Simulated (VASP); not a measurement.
**Tl2Sn2H5: single point with PBE**

The system is Tl2Sn2H5.

```
Tl Sn H
1.0
     5.36788    0.00000    0.00000
    -2.68394    4.64872    0.00000
     0.00000    0.00000    6.18219
Tl Sn H
2 2 5
Cartesian
  0.0000 3.0991 3.0911
  2.6839 1.5496 3.0911
  0.0000 0.0000 0.0000
  0.0000 0.0000 3.0911
  2.6839 0.0000 0.0000
  -1.3420 2.3244 0.0000
  1.3420 2.3244 0.0000
  0.0000 3.0991 0.0000
  2.6839 1.5496 0.0000
```

```
Program             : VASP 6.6.1
Task                : single point
Functional          : PBE
Potentials or basis : VASP PAW PBE potentials, release 64 (Tl_d, Sn_d, H)
Cutoff              : 520 eV
k mesh              : 9 × 9 × 6
Occupations         : gaussian, width 0.1 eV
Spin                : no spin polarisation
```

```yaml
Pressure: -0.1 GPa
```

Levels at points of the mesh, in eV from the Fermi level:
```tsv
k point	band 26	band 27	band 28	band 29	band 30	band 31	band 32	band 33
(0.00, 0.00, 0.00)	-2.57	-2.01	-2.01	-1.62	-1.46	-1.46	0.29	0.29
(0.00, 0.00, 0.50)	-2.46	-1.74	-1.74	-0.89	-0.89	-0.35	-0.24	-0.24
```

Run time: 100 s on 1 thread of Intel(R) Xeon(R) 6975P-C (Granite Rapids), with other jobs on the host, peak memory 0.43 GiB.

Caveat: spin-orbit coupling is left out, which moves the levels of the heavy elements.
